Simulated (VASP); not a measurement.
LiF (Griceite), 2 atoms in the cell. Symmetry: Fm-3m, No. 225, cubic system. The conventional cell has a = 3.974 Å, b = 3.974 Å, c = 3.974 Å, α = 90.00°, β = 90.00°, γ = 90.00°. Within 2.6 Å of F (site symmetry m-3m) lie 6 Li at 1.99 Å. Li (site symmetry m-3m) has 6 F at 1.99 Å within 2.6 Å.  This cell differs from its parent crystal: volume scaled by 0.96.

| Property | Result |
| --- | --- |
| Program | VASP 6.6.1 |
| Task | single point |
| Functional | PBEsol |
| Potentials or basis | VASP PAW PBE potentials, release 64 (F, Li_sv) |
| Cutoff | 520 eV |
| k mesh | 11 × 11 × 11 |
| Occupations | fermi-dirac, width 0.05 eV |
| Spin | no spin polarisation |
| Dipole correction | no |
| Further INCAR settings | ALGO = Normal; EDIFF = 1e-06; NBANDS = 12 |

Potentials or basis: VASP PAW PBE potentials, release 64 (F, Li_sv).

Command:

```console
$ cat potpaw_PBE.64/F/POTCAR potpaw_PBE.64/Li_sv/POTCAR > POTCAR
$ mpirun -np 1 vasp_std > vasp.out
```

Hardware: 1 thread of Intel(R) Xeon(R) Platinum 8259CL CPU @ 2.50GHz (Skylake/Cascade Lake), with other jobs on the host.

Question: How long does it take, and how much memory?

Answer: Wall time 6.6 s on 1 thread of Intel(R) Xeon(R) Platinum 8259CL CPU @ 2.50GHz (Skylake/Cascade Lake) (shared host), peak memory 0.13 GiB. Counts: scf iterations 11, k points 56.
